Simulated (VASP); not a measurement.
Here is a VASP 6.6.1 calculation.

File INCAR:

```
SYSTEM = P
PREC = Accurate ; ENCUT = 520
EDIFF = 1E-6 ; ISMEAR = -1
SIGMA = 0.05 ; LREAL = .FALSE.
LASPH = .TRUE. ; NELM = 100
ALGO = Normal ; ISIF = 2
LWAVE = .FALSE. ; LCHARG = .FALSE.
GGA = PS ; NBANDS = 12
```

File KPOINTS:

```
Automatic mesh
0
G
  9 9 9
  0 0 0
```

Contents of POSCAR:

```
P
1.0
    1.7085645143      0.9864401823      2.9114843767
   -1.7085645143      0.9864401823      2.9114843767
    0.0000000000     -1.9728803645      2.9114843767
P
2
Direct
    0.7654739796      0.7654739796      0.7654739796
    0.2345260204      0.2345260204      0.2345260204
```

Potentials or basis: VASP PAW PBE potentials, release 64 (P).

Command:

```console
$ cat potpaw_PBE.64/P/POTCAR > POTCAR
$ mpirun -np 1 vasp_std > vasp.out
```

Problem. Predict the band gap on the k mesh.

Solution. Zero (bands 5 and 6 overlap by 1.04 eV).

Problem. Predict the largest force.

Solution. 0.026 eV/Å.

Forces on the atoms (eV/Å):
```
P    0.000  0.000  0.026
P    0.000  0.000 -0.026
```

Caveat: the PAW data sets were made with another functional, which shifts forces and pressure a little.
